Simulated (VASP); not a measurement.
Here is a VASP 6.6.1 calculation.

The input POSCAR:

```
CuO
1.0
    2.3418500000     -1.7113000000      0.0000000000
    2.3418500000      1.7113000000      0.0000000000
   -0.8500274268      0.0000000000      5.0578693947
Cu O
2 2
Direct
    0.5000000000      0.0000000000      0.5000000000
    0.0000000000      0.5000000000      0.0000000000
    0.4184000000      0.5816000000      0.7500000000
    0.5816000000      0.4184000000      0.2500000000
```

Contents of INCAR.step1:

```
PREC = Accurate ; ENCUT = 520
EDIFF = 1E-5 ; ISMEAR = -1
SIGMA = 0.05 ; LREAL = False
LASPH = True ; NELM = 80
ALGO = Normal ; ISIF = 2
LWAVE = True ; NBANDS = 25
GGA = PE ; LUSENCCL = False
```

File INCAR.step2:

```
PREC = Accurate ; ENCUT = 520
EDIFF = 1E-6 ; ISMEAR = -1
SIGMA = 0.05 ; LREAL = False
LASPH = True ; NELM = 80
ALGO = Normal ; ISIF = 2
LWAVE = False ; LCHARG = True
GGA = PE ; LHFCALC = True
AEXX = 0.5 ; HFSCREEN = 0.2078699
PRECFOCK = Normal ; LELF = True
LVHAR = True ; NBANDS = 25
ISTART = 1 ; LUSENCCL = False
```

KPOINTS

```
regular mesh
0
Gamma
  6 6 3
```

Potentials or basis: VASP PAW PBE potentials, release 64 (Cu, O).

Command:

```sh
$ cat potpaw_PBE.64/Cu/POTCAR potpaw_PBE.64/O/POTCAR > POTCAR
$ cp INCAR.step1 INCAR
$ mpirun -np 1 vasp_std > vasp.out
$ cp INCAR.step2 INCAR
$ mpirun -np 1 vasp_std > vasp.out
```

Task: What does it give for the largest force?

Result: 0.200 eV/Å.

Task: Estimate the pressure.

Result: -4.0 GPa.

Stress tensor (GPa, compression positive):
```
-2.99  0.00 -0.11
 0.00 -2.87  0.00
-0.11  0.00 -6.08
```

Caveat: the k points lie up to 0.41 Å⁻¹ apart, too coarse for converged energies and pressures of a metal; the PAW data sets were made with another functional, which shifts forces and pressure a little.
